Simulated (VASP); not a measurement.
# NiO (R-3m) in VASP: notebook, part 2 of 2

VASP 6.6.1. Earlier steps stand in the parts before.

**3. Single point, r2SCAN, collinear spin, antiferromagnetic start**

This run uses another cell than the first one, of 9.02 Å³/atom, 1.020 times its volume.

Contents of POSCAR:

```
NiO
1.0
    0.0000000000      1.7018302086      4.7931152520
   -1.4738281935     -0.8509151042      4.7931152520
    1.4738281935     -0.8509151042      4.7931152520
Ni O
2 2
Direct
    0.5000000000     -0.5000000000      0.5000000000
    1.0000000000      0.0000000000      1.0000000000
    0.2500000001      0.2500000001      0.2500000001
    0.7499999999      0.7499999999      0.7499999999
```

Contents of INCAR.step1:

```
PREC = Accurate
ENCUT = 520
ISMEAR = 0
SIGMA = 0.05
LREAL = F
LASPH = T
NELM = 150
ISPIN = 2
MAGMOM = 1.73 -1.73 0 0
LMAXMIX = 4
NBANDS = 28
GGA = PE
ALGO = Normal
EDIFF = 1E-4
LWAVE = T
LCHARG = F
```

Contents of INCAR.step2:

```
PREC = Accurate
ENCUT = 520
EDIFF = 1E-6
ISMEAR = 0
SIGMA = 0.05
LREAL = F
LASPH = T
NELM = 150
ALGO = Normal
ISIF = 2
LWAVE = F
LCHARG = T
ISPIN = 2
MAGMOM = 1.73 -1.73 0 0
LORBIT = 11
LMAXMIX = 4
METAGGA = R2SCAN
LMIXTAU = T
LELF = T
LVHAR = T
NBANDS = 28
ISTART = 1
```

Contents of KPOINTS:

```
Automatic mesh
0
Gamma
  10 10 10
```

Potentials or basis: VASP PAW PBE potentials, release 64 (Ni, O).

Run with:

```sh
$ cat potpaw_PBE.64/Ni/POTCAR potpaw_PBE.64/O/POTCAR > POTCAR
$ cp INCAR.step1 INCAR
$ mpirun -np 1 vasp_std > vasp.out
$ cp INCAR.step2 INCAR
$ mpirun -np 1 vasp_std > vasp.out
```

OUTCAR:

```text
PREC = Accurate
   ENCUT = 520
   EDIFF = 1E-6
   ISMEAR = 0
   LREAL = F
   LASPH = T
   NELM = 150
   ISIF = 2
   ISPIN = 2
   LORBIT = 11
   METAGGA = R2SCAN
   ISTART = 1

 ion  position               nearest neighbor table
   1  0.500  0.500  0.500-   3 2.08   3 2.08   4 2.08   4 2.08   3 2.08   4 2.08   2 2.94   2 2.94
                             2 2.94   2 2.94   2 2.94   2 2.94
   2  0.000  0.000  0.000-   4 2.08   3 2.08   4 2.08   3 2.08   4 2.08   3 2.08   1 2.94   1 2.94
                             1 2.94   1 2.94   1 2.94   1 2.94
   3  0.250  0.250  0.250-   2 2.08   2 2.08   2 2.08   1 2.08   1 2.08   1 2.08
   4  0.750  0.750  0.750-   2 2.08   2 2.08   2 2.08   1 2.08   1 2.08   1 2.08

  LATTYP: Found a trigonal (rhomboedric) cell.
 ALAT       =     5.0862736731
 COS(alpha) =     0.8320715546

  Lattice vectors:

 A1 = (   0.0000000000,   1.7018302086,   4.7931152520)
 A2 = (  -1.4738281935,  -0.8509151042,   4.7931152520)
 A3 = (   1.4738281935,  -0.8509151042,   4.7931152520)

Analysis of symmetry for initial positions (statically):
=====================================================================
 Subroutine PRICEL returns following result:

  LATTYP: Found a trigonal (rhomboedric) cell.
 ALAT       =     2.9393391287
 COS(alpha) =     0.4971663611
[... 12 lines left out ...]
 Subroutine GETGRP returns: Found 12 space group operations
 (whereof 12 operations were pure point group operations)
 out of a pool of 12 trial point group operations.

The static configuration has the point symmetry D_3d.

Analysis of symmetry for dynamics (positions and initial velocities):
=====================================================================
 Subroutine PRICEL returns following result:

  LATTYP: Found a trigonal (rhomboedric) cell.
 ALAT       =     2.9393391287
 COS(alpha) =     0.4971663611
[... 12 lines left out ...]
 Subroutine GETGRP returns: Found 12 space group operations
 (whereof 12 operations were pure point group operations)
 out of a pool of 12 trial point group operations.

The dynamic configuration has the point symmetry D_3d.

[... 174 lines left out ...]
 E-fermi :   7.2406     XC(G=0): -13.4732

 val. band max:        6.9343781100   @ k =   0.4000   0.4000   0.3000
 cond. band min:       9.2464146803   @ k =   0.5000   0.3000   0.3000
 fundamental gap:      2.3120365703
 Fermi energy:         7.2406384203

 spin component 1

 k-point     1 :       0.0000    0.0000    0.0000
  band No.  band energies     occupation
      1     -13.3673      1.00000
      2     -11.9599      1.00000
      3      -0.4195      1.00000
      4       1.9478      1.00000
      5       1.9478      1.00000
      6       4.8582      1.00000
[... 733 lines left out ...]
     27      27.4408      0.00000
     28      30.3792      0.00000

 [... further k-points ...]

 spin component 2

 k-point     1 :       0.0000    0.0000    0.0000
  band No.  band energies     occupation
      1     -13.3673      1.00000
      2     -11.9599      1.00000
      3      -0.4195      1.00000
      4       1.9478      1.00000
      5       1.9478      1.00000
      6       4.8582      1.00000
[... 733 lines left out ...]
     27      27.4408      0.00000
     28      30.3792      0.00000

 [... further k-points ...]

------------------------ aborting loop because EDIFF is reached ----------------------------------------

  FORCE on cell =-STRESS in cart. coord.  units (eV):
  Direction    XX          YY          ZZ          XY          YZ          ZX
  --------------------------------------------------------------------------------------
  -------------------------------------------------------------------------------------
  Total        0.0046261      0.0046261      0.0256097      0.0000000      0.0000000      0.0000000
  in kB        0.2055066      0.2055066      1.1376630      0.0000000      0.0000000      0.0000000
  external PRESSURE =       0.5162254 kB  Pullay stress =       0.0000000 kB

 VOLUME and BASIS-vectors are now :
 -----------------------------------------------------------------------------
  energy-cutoff  :      520.00
  volume of cell :       36.07
      direct lattice vectors                 reciprocal lattice vectors
     0.000000000  1.701830209  4.793115252     0.000000000  0.391735123  0.069544193
    -1.473828193 -0.850915104  4.793115252    -0.339252568 -0.195867562  0.069544193
     1.473828193 -0.850915104  4.793115252     0.339252568 -0.195867562  0.069544193

 POSITION                                       TOTAL-FORCE (eV/Angst)
 -----------------------------------------------------------------------------------
      0.00000      0.00000      7.18967         0.000000     -0.000000     -0.000000
      0.00000      0.00000      0.00000         0.000000     -0.000000     -0.000000
      0.00000      0.00000      3.59484        -0.000000     -0.000000      0.000000
      0.00000      0.00000     10.78451        -0.000000      0.000000      0.000000
 -----------------------------------------------------------------------------------
    total drift:                               -0.000000     -0.000000     -0.000000

  FREE ENERGIE OF THE ION-ELECTRON SYSTEM (eV)
  ---------------------------------------------------
  free  energy   TOTEN  =       -40.5635239773 eV

  energy  without entropy=      -40.5635239773  energy(sigma->0) =      -40.56352398

 total charge

# of ion       s       p       d       tot
------------------------------------------
    1        0.336   0.423   8.210   8.969
    2        0.336   0.423   8.210   8.969
    3        1.560   3.481   0.000   5.041
    4        1.560   3.481   0.000   5.041
--------------------------------------------------
tot          3.792   7.808  16.420  28.020

 magnetization (x)

# of ion       s       p       d       tot
------------------------------------------
    1       -0.007  -0.012   1.576   1.556
    2        0.007   0.012  -1.576  -1.556
    3        0.000   0.000   0.000   0.000
    4        0.000   0.000   0.000   0.000
--------------------------------------------------
tot          0.000   0.000   0.000   0.000
```

OUTCAR.step1:

```text
PREC = Accurate
   ENCUT = 520
   ISMEAR = 0
   LREAL = F
[... 1772 lines left out ...]
      0.00000      0.00000      7.18967        -0.000000     -0.000000      0.000000
      0.00000      0.00000      0.00000         0.000000     -0.000000      0.000000
      0.00000      0.00000      3.59484         0.000000      0.000000     -0.000000
      0.00000      0.00000     10.78451         0.000000      0.000000      0.000000
 -----------------------------------------------------------------------------------
    total drift:                               -0.000000     -0.000000     -0.000000

  FREE ENERGIE OF THE ION-ELECTRON SYSTEM (eV)
  ---------------------------------------------------
  free  energy   TOTEN  =       -23.4765287373 eV

  energy  without entropy=      -23.4765287373  energy(sigma->0) =      -23.47652874
```

Wall time 25 min (1 thread of Intel Xeon Platinum 8488C (Sapphire Rapids), shared host); peak memory 0.42 GiB.

Results:

| Property | Result |
| --- | --- |
| Free energy | -40.5635 eV |
| Pressure | 0.1 GPa |
| Band gap on the k mesh | 2.31 eV |
| Net moment | 0.00 μB per cell |
| Site moments | Ni +1.56, -1.56; O +0.00 μB |
| Valence electrons inside the program's atomic spheres | Ni 8.97; O 5.04 |

Stress tensor (GPa, compression positive):
```
0.02 0.00 0.00
0.00 0.02 0.00
0.00 0.00 0.11
```

Caveat: the PAW data sets were made with another functional, which shifts forces and pressure a little. r2SCAN opens gaps a little over a GGA but as a rule still falls short of measured ones.

**4. Single point, r2SCAN, collinear spin, antiferromagnetic start**

This run uses another cell than the first one, of 9.02 Å³/atom, 1.020 times its volume.

POSCAR is that of step 3.

Contents of INCAR.step1:

```
ALGO = Normal ; EDIFF = 1E-4
ENCUT = 520 ; GGA = PE
ISMEAR = 0 ; ISPIN = 2
LASPH = T ; LCHARG = F
LMAXMIX = 4 ; LREAL = F
LWAVE = T ; MAGMOM = 1.74 -1.74 0 0
NBANDS = 28 ; NELM = 150
PREC = Accurate ; SIGMA = 0.05
```

Contents of INCAR.step2:

```
ALGO = Normal ; EDIFF = 1E-6
ENCUT = 520 ; ISIF = 2
ISMEAR = 0 ; ISPIN = 2
ISTART = 1 ; LASPH = T
LCHARG = F ; LMAXMIX = 4
LMIXTAU = T ; LORBIT = 11
LREAL = F ; LWAVE = F
MAGMOM = 1.74 -1.74 0 0 ; METAGGA = R2SCAN
NBANDS = 28 ; NELM = 150
PREC = Accurate ; SIGMA = 0.05
```

Contents of KPOINTS:

```
k-points
0
Gamma
  10 10 10
```

Run with:

```sh
$ cat potpaw_PBE.64/Ni/POTCAR potpaw_PBE.64/O/POTCAR > POTCAR
$ cp INCAR.step1 INCAR
$ mpirun -np 1 vasp_std > vasp.out
$ cp INCAR.step2 INCAR
$ mpirun -np 1 vasp_std > vasp.out
```

It took 30 min on 1 thread of Intel Xeon 6975P-C, shared host; peak memory 0.43 GiB.

Results (log left out):

| Quantity | Value |
| --- | --- |
| Free energy | -40.5635 eV |
| Pressure | 0.1 GPa |
| Band gap on the k mesh | 2.31 eV |
| Net moment | 0.00 μB per cell |
| Site moments | Ni +1.56, -1.56; O +0.00 μB |
| Valence electrons inside the program's atomic spheres | Ni 8.97; O 5.04 |

Stress tensor (GPa, compression positive):
```
0.02 0.00 0.00
0.00 0.02 0.00
0.00 0.00 0.11
```

Levels at points of the mesh, in eV from the valence-band top:
Spin up:
```
           k point  band 14  band 15  band 16  band 17  band 18  band 19
(0.00, 0.00, 0.00)    -0.56    -0.56    -0.41     3.22     3.23     3.23
(0.50, 0.00, 0.00)    -0.42    -0.38    -0.25     2.91     2.98     9.23
(0.50, 0.50, 0.00)    -0.35    -0.32    -0.23     3.35     3.48     7.26
(0.50, 0.50, 0.50)    -0.70    -0.04    -0.04     2.88     2.88     5.90
```
Spin down:
```tsv
k point	band 14	band 15	band 16	band 17	band 18	band 19
(0.00, 0.00, 0.00)	-0.56	-0.56	-0.41	3.22	3.23	3.23
(0.50, 0.00, 0.00)	-0.42	-0.38	-0.25	2.91	2.98	9.23
(0.50, 0.50, 0.00)	-0.35	-0.32	-0.23	3.35	3.48	7.26
(0.50, 0.50, 0.50)	-0.70	-0.04	-0.04	2.88	2.88	5.90
```

Caveat: the PAW data sets were made with another functional, which shifts forces and pressure a little.
